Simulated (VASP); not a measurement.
# TlCl (Pm-3m) in VASP: a series of runs

TlCl is run at these levels: PBEsol; tasks: single point.

All numbers are computed with VASP 6.6.1; they aren't measurements. Logs are shortened: lines on timing, memory, paths and dates and some standing lists are left out, and cuts for length are marked.

## 1. The cell of the first run

It takes space group Pm-3m (No. 221, cubic). Conventional cell: a = 3.460 Å, b = 3.460 Å, c = 3.460 Å, α = 90.00°, β = 90.00°, γ = 90.00°. Within 3.9 Å of Tl (site symmetry m-3m) lie 8 Cl at 3.00 Å and 6 Tl at 3.46 Å. Within 3.9 Å of Cl (site symmetry m-3m) lie 8 Tl at 3.00 Å and 6 Cl at 3.46 Å.

## 2. Single point, PBEsol

INCAR

```
ALGO = Normal
EDIFF = 1E-6
ENCUT = 500
GGA = PS
GGA_COMPAT = False
ISIF = 2
ISMEAR = 0
LASPH = True
LCHARG = False
LREAL = False
LWAVE = False
NBANDS = 17
NELM = 120
PREC = Accurate
SIGMA = 0.01
```

KPOINTS

```
k-points
0
Gamma
  6 6 6
```

POSCAR

```
TlCl
1.0
    3.4600733413      0.0000000000      0.0000000000
    0.0000000000      3.4600733413      0.0000000000
    0.0000000000      0.0000000000      3.4600733413
Tl Cl
1 1
Direct
    0.0000000000      0.0000000000      0.0000000000
    0.5000000000      0.5000000000      0.5000000000
```

Potentials or basis: VASP PAW PBE potentials, release 64 (Tl_d, Cl).

Launch:

```console
> cat potpaw_PBE.64/Tl_d/POTCAR potpaw_PBE.64/Cl/POTCAR > POTCAR
> mpirun -np 1 vasp_std > vasp.out
```

OUTCAR:

```text
EDIFF = 1E-6
   ENCUT = 500
   GGA = PS
   ISIF = 2
   ISMEAR = 0
   LASPH = True
   LREAL = False
   NELM = 120
   PREC = Accurate

 ion  position               nearest neighbor table
   1  0.000  0.000  0.000-   2 3.00   2 3.00   2 3.00   2 3.00   2 3.00   2 3.00   2 3.00   2 3.00

   2  0.500  0.500  0.500-   1 3.00   1 3.00   1 3.00   1 3.00   1 3.00   1 3.00   1 3.00   1 3.00

  LATTYP: Found a simple cubic cell.
 ALAT       =     3.4600733413

  Lattice vectors:

 A1 = (   3.4600733413,   0.0000000000,   0.0000000000)
 A2 = (   0.0000000000,   3.4600733413,   0.0000000000)
 A3 = (   0.0000000000,   0.0000000000,   3.4600733413)

Analysis of symmetry for initial positions (statically):
=====================================================================
 Subroutine PRICEL returns:
 Original cell was already a primitive cell.

 Routine SETGRP: Setting up the symmetry group for a
 simple cubic supercell.

 Subroutine GETGRP returns: Found 48 space group operations
 (whereof 48 operations were pure point group operations)
 out of a pool of 48 trial point group operations.

The static configuration has the point symmetry O_h .

Analysis of symmetry for dynamics (positions and initial velocities):
=====================================================================
 Subroutine PRICEL returns:
 Original cell was already a primitive cell.

 Routine SETGRP: Setting up the symmetry group for a
 simple cubic supercell.

 Subroutine GETGRP returns: Found 48 space group operations
 (whereof 48 operations were pure point group operations)
 out of a pool of 48 trial point group operations.

The dynamic configuration has the point symmetry O_h .

 Subroutine INISYM returns: Found 48 space group operations
 (whereof 48 operations are pure point group operations),
 and found     1 'primitive' translations

----------------------------------------------------------------------------------------

                                     Primitive cell

  volume of cell :      41.4244

  direct lattice vectors                    reciprocal lattice vectors
     3.460073341  0.000000000  0.000000000     0.289011215  0.000000000  0.000000000
     0.000000000  3.460073341  0.000000000     0.000000000  0.289011215  0.000000000
     0.000000000  0.000000000  3.460073341     0.000000000  0.000000000  0.289011215

  length of vectors
     3.460073341  3.460073341  3.460073341     0.289011215  0.289011215  0.289011215

  position of ions in fractional coordinates (direct lattice)
     0.000000000  0.000000000  0.000000000
     0.500000000  0.500000000  0.500000000

  ion indices of the primitive-cell ions
   primitive index   ion index
                 1           1
                 2           2

----------------------------------------------------------------------------------------

 KPOINTS: k-points

Automatic generation of k-mesh.
 Grid dimensions read from file:
 generate k-points for:    6    6    6

 Generating k-lattice:

  Cartesian coordinates                     Fractional coordinates (reciprocal lattice)
     0.048168536  0.000000000  0.000000000     0.166666667  0.000000000  0.000000000
     0.000000000  0.048168536  0.000000000     0.000000000  0.166666667  0.000000000
     0.000000000  0.000000000  0.048168536     0.000000000  0.000000000  0.166666667

  Length of vectors
     0.048168536  0.048168536  0.048168536

  Shift w.r.t. Gamma in fractional coordinates (k-lattice)
     0.000000000  0.000000000  0.000000000

 Subroutine IBZKPT returns following result:
 ===========================================

 Found     20 irreducible k-points:

 Following reciprocal coordinates:
            Coordinates               Weight
  0.000000  0.000000  0.000000      1.000000
  0.166667  0.000000  0.000000      6.000000
  0.333333  0.000000  0.000000      6.000000
  0.500000  0.000000  0.000000      3.000000
  0.166667  0.166667  0.000000     12.000000
  0.333333  0.166667  0.000000     24.000000
[... 12 lines left out ...]
  0.500000  0.500000  0.333333      6.000000
  0.500000  0.500000  0.500000      1.000000
   k-points           NKPTS =     20   k-points in BZ     NKDIM =     20   number of bands    NBANDS=     17
   number of dos      NEDOS =    301   number of ions     NIONS =      2
   total plane-waves  NPLWV =  21952
   dimension x,y,z NGX =    28 NGY =   28 NGZ =   28
   dimension x,y,z NGXF=    56 NGYF=   56 NGZF=   56
   ions per type =               1   1
   NGX,Y,Z   is equivalent  to a cutoff of  13.45, 13.45, 13.45 a.u.
   NGXF,Y,Z  is equivalent  to a cutoff of  26.91, 26.91, 26.91 a.u.
 SYSTEM =  unknown system
   PREC   = accura    normal or accurate (medium, high low for compatibility)
   ISTART =      0    job   : 0-new  1-cont  2-samecut
   ICHARG =      2    charge: 1-file 2-atom 10-const
   ISPIN  =      1    spin polarized calculation?
   LNONCOLLINEAR =      F non collinear calculations
   LSORBIT =      F    spin-orbit coupling
   LASPH  =      T    aspherical Exc in radial PAW
   ENCUT  =  500.0 eV  36.75 Ry    6.06 a.u.   6.31  6.31  6.31*2*pi/ulx,y,z
   NELM   =    120;   NELMIN=  2; NELMDL= -5     # of ELM steps
   EDIFF  = 0.1E-05   stopping-criterion for ELM
   LREAL  =      F    real-space projection
   EDIFFG = 0.1E-04   stopping-criterion for IOM
   NSW    =      0    number of steps for IOM
   IBRION =     -1    ionic relax: 0-MD 1-quasi-New 2-CG
   NFREE  =      0    steps in history (QN), initial steepest desc. (CG)
   ISIF   =      2    stress and relaxation
   ISYM   =      2    0-nonsym 1-usesym 2-fastsym
   POTIM  = 0.5000    time-step for ionic-motion
   TEBEG  =    0.0;   TEEND  =   0.0 temperature during run
   PSTRESS=    0.0 pullay stress
   NELECT =      20.0000    total number of electrons
   NUPDOWN=      -1.0000    fix difference up-down
   EMIN   =  10.00;   EMAX   =-10.00  energy-range for DOS
   EFERMI =   0.00;   METHOD = LEGACY
   ISMEAR =     0;   SIGMA  =   0.01  broadening in eV -4-tet -1-fermi 0-gaus
   EFERMI_NEDOS =   21; number of points for ismear=-14 and -15
   IALGO  =     38    algorithm
   IMIX   =      4    mixing-type and parameters
     AMIX     =   0.40;   BMIX     =  1.00
     AMIX_MAG =   1.60;   BMIX_MAG =  1.00
  volume/ion in A,a.u.               =      20.71       139.77
  Fermi-wavevector in a.u.,A,eV,Ry     =   1.284299  2.426973 22.441780  1.649424
  Thomas-Fermi vector in A             =   2.416501
   LORBIT       =      0    0 simple, 1 ext, 2 COOP (PROOUT), +10 PAW based schemes
   GGA     = PS    functional components
   LHFCALC =     F    Hartree Fock is set to
   AEXX    =    0.0000 exact exchange contribution
   IVDW    =     0    specifies the selected vdW correction
   LEPSILON=     F    determine dielectric tensor
   LRPA    =     F    only Hartree local field effects (RPA)
 non-spin polarized calculation
 Gauss-broadening in eV      SIGMA  =   0.01
  energy-cutoff  :      500.00
  volume of cell :       41.42
 maximum number of plane-waves:      1068
 NGX is ok and might be reduce to    28
   NGX = 13   NGY = 13   NGZ = 13

 number of electron      19.9999996 magnetization

 Free energy of the ion-electron system (eV)
  ---------------------------------------------------
  ext. energy  EPLUGINS =         0.00000000
  ---------------------------------------------------
  free energy    TOTEN  =        -6.03010503 eV

  energy without entropy =       -6.03010503  energy(sigma->0) =       -6.03010503

 E-fermi :   6.9286     XC(G=0): -10.9392

 val. band max:        6.8846384304   @ k =   0.5000   0.0000   0.0000
 cond. band min:       7.6057744132   @ k =   0.5000   0.5000   0.5000
 fundamental gap:      0.7211359828
 Fermi energy:         6.9286098175

 k-point     1 :       0.0000    0.0000    0.0000
  band No.  band energies     occupation
      1      -9.4573      2.00000
      2      -4.2523      2.00000
      3      -4.2523      2.00000
      4      -3.6700      2.00000
      5      -3.6700      2.00000
      6      -3.6700      2.00000
[... 9 lines left out ...]
     16      20.9536      0.00000
     17      20.9536      0.00000

 k-point     2 :       0.1667    0.0000    0.0000
  band No.  band energies     occupation
      1      -9.3102      2.00000
      2      -4.2397      2.00000
      3      -4.1631      2.00000
      4      -3.7344      2.00000
      5      -3.7344      2.00000
      6      -3.6643      2.00000
[... 9 lines left out ...]
     16      20.8232      0.00000
     17      21.0875      0.00000

 k-point     3 :       0.3333    0.0000    0.0000
  band No.  band energies     occupation
      1      -8.9808      2.00000
      2      -4.2142      2.00000
      3      -4.0338      2.00000
      4      -3.8575      2.00000
      5      -3.8575      2.00000
      6      -3.6528      2.00000
[... 9 lines left out ...]
     16      19.4875      0.00000
     17      20.5736      0.00000

 k-point     4 :       0.5000    0.0000    0.0000
  band No.  band energies     occupation
      1      -8.7928      2.00000
      2      -4.2013      2.00000
      3      -4.0168      2.00000
      4      -3.9165      2.00000
      5      -3.9165      2.00000
      6      -3.6471      2.00000
[... 9 lines left out ...]
     16      20.4539      0.00000
     17      22.3932      0.00000

 k-point     5 :       0.1667    0.1667    0.0000
  band No.  band energies     occupation
      1      -9.1809      2.00000
      2      -4.1936      2.00000
      3      -4.0966      2.00000
      4      -3.7807      2.00000
      5      -3.7384      2.00000
      6      -3.7099      2.00000
[... 9 lines left out ...]
     16      19.4521      0.00000
     17      19.9896      0.00000

 k-point     6 :       0.3333    0.1667    0.0000
  band No.  band energies     occupation
      1      -8.8973      2.00000
      2      -4.1591      2.00000
      3      -3.9487      2.00000
      4      -3.8408      2.00000
      5      -3.8403      2.00000
      6      -3.7024      2.00000
[... 9 lines left out ...]
     16      19.2530      0.00000
     17      20.2243      0.00000

 k-point     7 :       0.5000    0.1667    0.0000
  band No.  band energies     occupation
      1      -8.7400      2.00000
      2      -4.1428      2.00000
      3      -3.8951      2.00000
      4      -3.8934      2.00000
      5      -3.8676      2.00000
      6      -3.6937      2.00000
[... 9 lines left out ...]
     16      20.0411      0.00000
     17      21.2556      0.00000

 k-point     8 :       0.3333    0.3333    0.0000
  band No.  band energies     occupation
      1      -8.7235      2.00000
      2      -4.1016      2.00000
      3      -3.8166      2.00000
      4      -3.7896      2.00000
      5      -3.7860      2.00000
      6      -3.7179      2.00000
[... 9 lines left out ...]
     16      19.7973      0.00000
     17      19.8223      0.00000
[... 123 lines left out ...]
      1      -8.5343      2.00000
      2      -4.0137      2.00000
      3      -3.9418      2.00000
      4      -3.8879      2.00000
      5      -3.7229      2.00000
      6      -3.5960      2.00000
[... 9 lines left out ...]
     16      18.7238      0.00000
     17      22.0741      0.00000

 k-point    16 :       0.5000    0.5000    0.1667
  band No.  band energies     occupation
      1      -8.4626      2.00000
      2      -3.9519      2.00000
      3      -3.9519      2.00000
      4      -3.9026      2.00000
      5      -3.7715      2.00000
      6      -3.4746      2.00000
[... 9 lines left out ...]
     16      18.9820      0.00000
     17      23.1738      0.00000

 k-point    17 :       0.3333    0.3333    0.3333
  band No.  band energies     occupation
      1      -8.4287      2.00000
      2      -4.0918      2.00000
      3      -4.0918      2.00000
      4      -3.7809      2.00000
      5      -3.6824      2.00000
      6      -3.6824      2.00000
[... 9 lines left out ...]
     16      18.3095      0.00000
     17      24.1778      0.00000

 k-point    18 :       0.5000    0.3333    0.3333
  band No.  band energies     occupation
      1      -8.3199      2.00000
      2      -4.1771      2.00000
      3      -4.0854      2.00000
      4      -3.8953      2.00000
      5      -3.6761      2.00000
      6      -3.5524      2.00000
[... 9 lines left out ...]
     16      19.9640      0.00000
     17      24.0313      0.00000

 k-point    19 :       0.5000    0.5000    0.3333
  band No.  band energies     occupation
      1      -8.2022      2.00000
      2      -4.1694      2.00000
      3      -4.1694      2.00000
      4      -4.0863      2.00000
      5      -3.6126      2.00000
      6      -3.4692      2.00000
[... 9 lines left out ...]
     16      20.5927      0.00000
     17      23.9741      0.00000

 k-point    20 :       0.5000    0.5000    0.5000
  band No.  band energies     occupation
      1      -8.0533      2.00000
      2      -4.2674      2.00000
      3      -4.2674      2.00000
      4      -4.2674      2.00000
      5      -3.4665      2.00000
      6      -3.4665      2.00000
[... 9 lines left out ...]
     16      21.3238      0.00000
     17      24.1330      0.00000

------------------------ aborting loop because EDIFF is reached ----------------------------------------

  FORCE on cell =-STRESS in cart. coord.  units (eV):
  Direction    XX          YY          ZZ          XY          YZ          ZX
  --------------------------------------------------------------------------------------
  -------------------------------------------------------------------------------------
  Total        3.8529979      3.8529979      3.8529979      0.0000000      0.0000000     -0.0000000
  in kB      149.0230474    149.0230474    149.0230474      0.0000000      0.0000000     -0.0000000
  external PRESSURE =     149.0230474 kB  Pullay stress =       0.0000000 kB

 VOLUME and BASIS-vectors are now :
 -----------------------------------------------------------------------------
  energy-cutoff  :      500.00
  volume of cell :       41.42
      direct lattice vectors                 reciprocal lattice vectors
     3.460073341  0.000000000  0.000000000     0.289011215  0.000000000  0.000000000
     0.000000000  3.460073341  0.000000000     0.000000000  0.289011215  0.000000000
     0.000000000  0.000000000  3.460073341     0.000000000  0.000000000  0.289011215

 POSITION                                       TOTAL-FORCE (eV/Angst)
 -----------------------------------------------------------------------------------
      0.00000      0.00000      0.00000         0.000000      0.000000      0.000000
      1.73004      1.73004      1.73004         0.000000      0.000000      0.000000
 -----------------------------------------------------------------------------------
    total drift:                               -0.000000      0.000000      0.000000

  FREE ENERGIE OF THE ION-ELECTRON SYSTEM (eV)
  ---------------------------------------------------
  free  energy   TOTEN  =        -6.0301050337 eV

  energy  without entropy=       -6.0301050337  energy(sigma->0) =       -6.03010503
```

It took 17 s on 1 thread of Intel Xeon Platinum 8259CL at 2.50GHz (Skylake/Cascade Lake), shared host; peak memory 0.16 GiB.

What came out:

```yaml
Free_energy: -6.0301 eV
Pressure: 14.9 GPa
Band_gap_on_the_k_mesh: 0.72 eV (least direct gap 0.96 eV)
```

Caveat: the cell stands under pressure; the PAW data sets were made with another functional, which shifts forces and pressure a little; spin-orbit coupling is left out, which moves the levels of the heavy elements. A k mesh can miss the band edges.

(Continued in part 2 of 2.)
